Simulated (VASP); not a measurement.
# CaSe (Fm-3m) in VASP: notebook, part 2 of 3

VASP 6.6.1. The steps go on from the part before.

## 3. Single point, PBEsol, non-collinear spin, zero start, spin-orbit coupling

This run uses another cell than the first one, of 25.27 Å³/atom.

File INCAR:

```
SYSTEM = CaSe
PREC = Accurate
ENCUT = 520
EDIFF = 1E-6
ISMEAR = 0
SIGMA = 0.01
LREAL = .FALSE.
LASPH = .TRUE.
NELM = 150
ALGO = Normal
ISIF = 2
LWAVE = .FALSE.
LCHARG = .TRUE.
MAGMOM = 0 0 0 0 0 0
LORBIT = 11
LSORBIT = .TRUE.
GGA_COMPAT = .FALSE.
LORBMOM = .TRUE.
GGA = PS
LVHAR = .TRUE.
NBANDS = 28
```

File KPOINTS:

```
Automatic mesh
0
G
  8 8 8
  0 0 0
```

File POSCAR:

```
CaSe
1.0
    2.9344505834      2.9344505834      0.0000000000
   -2.9344505834      2.9344505834      0.0000000000
    0.0000000000      2.9344505834      2.9344505834
Ca Se
1 1
Direct
    0.0000000000      0.0000000000      0.0000000000
    0.5000000000      0.5000000000      0.0000000000
```

Potentials or basis: VASP PAW PBE potentials, release 64 (Ca_sv, Se).

On the command line:

```bash
$ cat potpaw_PBE.64/Ca_sv/POTCAR potpaw_PBE.64/Se/POTCAR > POTCAR
$ mpirun -np 1 vasp_ncl > vasp.out
```

OUTCAR:

```text
SYSTEM = CaSe
   PREC = Accurate
   ENCUT = 520
   EDIFF = 1E-6
   ISMEAR = 0
   LREAL = .FALSE.
   LASPH = .TRUE.
   NELM = 150
   ISIF = 2
   LORBIT = 11
   LSORBIT = .TRUE.
   GGA = PS

 ion  position               nearest neighbor table
   1  0.000  0.000  0.000-   2 2.93   2 2.93   2 2.93   2 2.93   2 2.93   2 2.93
   2  0.500  0.500  0.000-   1 2.93   1 2.93   1 2.93   1 2.93   1 2.93   1 2.93

  LATTYP: Found a face centered cubic cell.
 ALAT       =     5.8689011668

  Lattice vectors:

 A1 = (   0.0000000000,   2.9344505834,   2.9344505834)
 A2 = (   2.9344505834,   0.0000000000,   2.9344505834)
 A3 = (   2.9344505834,   2.9344505834,   0.0000000000)

Analysis of symmetry for initial positions (statically):
=====================================================================
 Subroutine PRICEL returns:
 Original cell was already a primitive cell.

 Routine SETGRP: Setting up the symmetry group for a
 face centered cubic supercell.

 Subroutine GETGRP returns: Found 48 space group operations
 (whereof 48 operations were pure point group operations)
 out of a pool of 48 trial point group operations.

The static configuration has the point symmetry O_h .

Analysis of symmetry for dynamics (positions and initial velocities):
=====================================================================
 Subroutine PRICEL returns:
 Original cell was already a primitive cell.

 Routine SETGRP: Setting up the symmetry group for a
 face centered cubic supercell.

 Subroutine GETGRP returns: Found 48 space group operations
 (whereof 48 operations were pure point group operations)
 out of a pool of 48 trial point group operations.

The dynamic configuration has the point symmetry O_h .

Analysis of structural, dynamic, and magnetic symmetry:
=====================================================================
 Subroutine PRICEL returns:
 Original cell was already a primitive cell.

 Routine SETGRP: Setting up the symmetry group for a
 face centered cubic supercell.

 Subroutine GETGRP returns: Found 48 space group operations
 (whereof 48 operations were pure point group operations)
 out of a pool of 48 trial point group operations.

The overall configuration has the point symmetry O_h .

 Subroutine INISYM returns: Found 48 space group operations
 (whereof 48 operations are pure point group operations),
 and found     1 'primitive' translations

----------------------------------------------------------------------------------------

                                     Primitive cell

  volume of cell :      50.5371

  direct lattice vectors                    reciprocal lattice vectors
     2.934450583  2.934450583  0.000000000     0.170389647  0.170389647 -0.170389647
    -2.934450583  2.934450583  0.000000000    -0.170389647  0.170389647 -0.170389647
     0.000000000  2.934450583  2.934450583     0.000000000  0.000000000  0.340779295

  length of vectors
     4.149939813  4.149939813  4.149939813     0.295123526  0.295123526  0.340779295

[... 885 lines left out ...]

  FORCE on cell =-STRESS in cart. coord.  units (eV):
  Direction    XX          YY          ZZ          XY          YZ          ZX
  --------------------------------------------------------------------------------------
  -------------------------------------------------------------------------------------
  Total        0.0639719      0.0639719      0.0639719     -0.0000000     -0.0000000      0.0000000
  in kB        2.0280997      2.0280997      2.0280997     -0.0000000     -0.0000000      0.0000000
  external PRESSURE =       2.0280997 kB  Pullay stress =       0.0000000 kB

 VOLUME and BASIS-vectors are now :
 -----------------------------------------------------------------------------
  energy-cutoff  :      520.00
  volume of cell :       50.54
      direct lattice vectors                 reciprocal lattice vectors
     2.934450583  2.934450583  0.000000000     0.170389647  0.170389647 -0.170389647
    -2.934450583  2.934450583  0.000000000    -0.170389647  0.170389647 -0.170389647
     0.000000000  2.934450583  2.934450583     0.000000000  0.000000000  0.340779295

 POSITION                                       TOTAL-FORCE (eV/Angst)
 -----------------------------------------------------------------------------------
      0.00000      0.00000      0.00000         0.000000      0.000000      0.000000
      0.00000      2.93445      0.00000        -0.000000     -0.000000      0.000000
 -----------------------------------------------------------------------------------
    total drift:                                0.000000     -0.000000      0.000000

  FREE ENERGIE OF THE ION-ELECTRON SYSTEM (eV)
  ---------------------------------------------------
  free  energy   TOTEN  =       -10.0948702013 eV

  energy  without entropy=      -10.0948702013  energy(sigma->0) =      -10.09487020

 orbital moment (x)

 # of ion     p       d       tot
 ----------------------------------------
  1         0.000  -0.000  -0.000
  2         0.000  -0.000   0.000
 ----------------------------------------
            0.000  -0.000   0.000

 orbital moment (y)

 # of ion     p       d       tot
 ----------------------------------------
  1         0.000  -0.000  -0.000
  2         0.000   0.000   0.000
 ----------------------------------------
            0.000  -0.000   0.000

 orbital moment (z)

 # of ion     p       d       tot
 ----------------------------------------
  1         0.000   0.000   0.000
  2         0.000   0.000   0.000
 ----------------------------------------
            0.000   0.000   0.000

 Spin-Orbit-Coupling matrix elements

 Ion:    1  E_soc:     -0.0060596
 l=   1
     0.0000000    -0.0009981    -0.0009981
    -0.0009981     0.0000000    -0.0009981
    -0.0009981    -0.0009981     0.0000000
 l=   2
     0.0000000     0.0000012     0.0000000     0.0000012    -0.0000131
     0.0000012     0.0000000    -0.0000098     0.0000012    -0.0000033
     0.0000000    -0.0000098     0.0000000    -0.0000098     0.0000000
     0.0000012     0.0000012    -0.0000098     0.0000000    -0.0000033
    -0.0000131    -0.0000033     0.0000000    -0.0000033     0.0000000
 l=   3
     0.0000000     0.0000000     0.0000000     0.0000000     0.0000000     0.0000000     0.0000000
     0.0000000     0.0000000     0.0000000     0.0000000     0.0000000     0.0000000     0.0000000
     0.0000000     0.0000000     0.0000000     0.0000000     0.0000000     0.0000000     0.0000000
     0.0000000     0.0000000     0.0000000     0.0000000     0.0000000     0.0000000     0.0000000
     0.0000000     0.0000000     0.0000000     0.0000000     0.0000000     0.0000000     0.0000000
     0.0000000     0.0000000     0.0000000     0.0000000     0.0000000     0.0000000     0.0000000
     0.0000000     0.0000000     0.0000000     0.0000000     0.0000000     0.0000000     0.0000000

 Ion:    2  E_soc:     -0.0357772
 l=   1
     0.0000000    -0.0059625    -0.0059625
    -0.0059625     0.0000000    -0.0059625
    -0.0059625    -0.0059625     0.0000000
 l=   2
     0.0000000    -0.0000005     0.0000000    -0.0000005     0.0000001
    -0.0000005     0.0000000     0.0000001    -0.0000005     0.0000000
     0.0000000     0.0000001     0.0000000     0.0000001     0.0000000
    -0.0000005    -0.0000005     0.0000001     0.0000000     0.0000000
     0.0000001     0.0000000     0.0000000     0.0000000     0.0000000
 l=   3
     0.0000000     0.0000000     0.0000000     0.0000000     0.0000000     0.0000000     0.0000000
     0.0000000     0.0000000     0.0000000     0.0000000     0.0000000     0.0000000     0.0000000
     0.0000000     0.0000000     0.0000000     0.0000000     0.0000000     0.0000000     0.0000000
     0.0000000     0.0000000     0.0000000     0.0000000     0.0000000     0.0000000     0.0000000
     0.0000000     0.0000000     0.0000000     0.0000000     0.0000000     0.0000000     0.0000000
     0.0000000     0.0000000     0.0000000     0.0000000     0.0000000     0.0000000     0.0000000
     0.0000000     0.0000000     0.0000000     0.0000000     0.0000000     0.0000000     0.0000000

 total charge

# of ion       s       p       d       tot
------------------------------------------
    1        2.034   5.852   0.251   8.138
    2        1.432   2.487   0.006   3.925
--------------------------------------------------
tot          3.467   8.339   0.257  12.063

 magnetization (x)

# of ion       s       p       d       tot
------------------------------------------
    1        0.000   0.000  -0.000  -0.000
    2       -0.000  -0.000   0.000  -0.000
--------------------------------------------------
tot         -0.000  -0.000  -0.000  -0.000

 magnetization (y)

# of ion       s       p       d       tot
------------------------------------------
    1        0.000  -0.000   0.000   0.000
    2       -0.000   0.000  -0.000  -0.000
--------------------------------------------------
tot          0.000  -0.000   0.000   0.000

 magnetization (z)

# of ion       s       p       d       tot
------------------------------------------
    1       -0.000   0.000   0.000  -0.000
    2        0.000  -0.000   0.000  -0.000
--------------------------------------------------
tot         -0.000  -0.000   0.000  -0.000
```

OSZICAR:

```text
N       E                     dE             d eps       ncg     rms          rms(c)
DAV:   1     0.133642601753E+03    0.13364E+03   -0.73184E+03  1624   0.106E+03
DAV:   2    -0.150482938886E+01   -0.13515E+03   -0.12930E+03  1836   0.297E+02
DAV:   3    -0.984256376374E+01   -0.83377E+01   -0.82460E+01  2524   0.655E+01
DAV:   4    -0.102353856307E+02   -0.39282E+00   -0.38964E+00  2448   0.110E+01
DAV:   5    -0.102434156133E+02   -0.80300E-02   -0.80295E-02  2200   0.121E+00    0.428E+00
DAV:   6    -0.101104647586E+02    0.13295E+00   -0.19070E-01  1980   0.240E+00    0.253E+00
DAV:   7    -0.100941506520E+02    0.16314E-01   -0.91859E-02  2068   0.205E+00    0.798E-01
DAV:   8    -0.100944724497E+02   -0.32180E-03   -0.74192E-03  2128   0.676E-01    0.454E-01
DAV:   9    -0.100947712494E+02   -0.29880E-03   -0.52661E-04  2128   0.178E-01    0.731E-02
DAV:  10    -0.100948443745E+02   -0.73125E-04   -0.16564E-04  2120   0.103E-01    0.308E-02
DAV:  11    -0.100948700920E+02   -0.25717E-04   -0.47534E-05  2004   0.477E-02    0.645E-03
DAV:  12    -0.100948702013E+02   -0.10925E-06   -0.74092E-06  1896   0.279E-02
   1 F= -.10094870E+02 E0= -.10094870E+02  d E =-.143218-152  mag=    -0.0000    -0.0000     0.0000
```

stdout:

```text
POSCAR found type information on POSCAR CaSe
 POSCAR found :  2 types and       2 ions
 scaLAPACK will be used
 -----------------------------------------------------------------------------
|                                                                             |
|                                                                             |
|     You enforced a specific xc type in the INCAR file but a different       |
|     I HOPE YOU KNOW WHAT YOU ARE DOING!                                     |
|                                                                             |
 -----------------------------------------------------------------------------

 LDA part: xc-table for (Slater+PW92), standard interpolation
 POSCAR, INCAR and KPOINTS ok, starting setup
 FFT: planning ... GRIDC
 FFT: planning ... GRID_SOFT
 FFT: planning ... GRID
 WAVECAR not read
 entering main loop
```

Run time: 52 s. Hardware: 1 thread of Intel Xeon Platinum 8375C at 2.90GHz (Ice Lake), shared host; peak memory 0.33 GiB.

Results:

```yaml
Free_energy: -10.0949 eV
Pressure: 0.2 GPa
Net_moment: 0.00 μB per cell
Valence_electrons_inside_the_program's_atomic_spheres: Ca 8.14; Se 3.92
```

Moments on the atoms (μB; x, y, z):
```
Ca  0.00 0.00 0.00
Se  0.00 0.00 0.00
```

Caveat: the PAW data sets were made with another functional, which shifts forces and pressure a little.

[end of part 2 of 3]
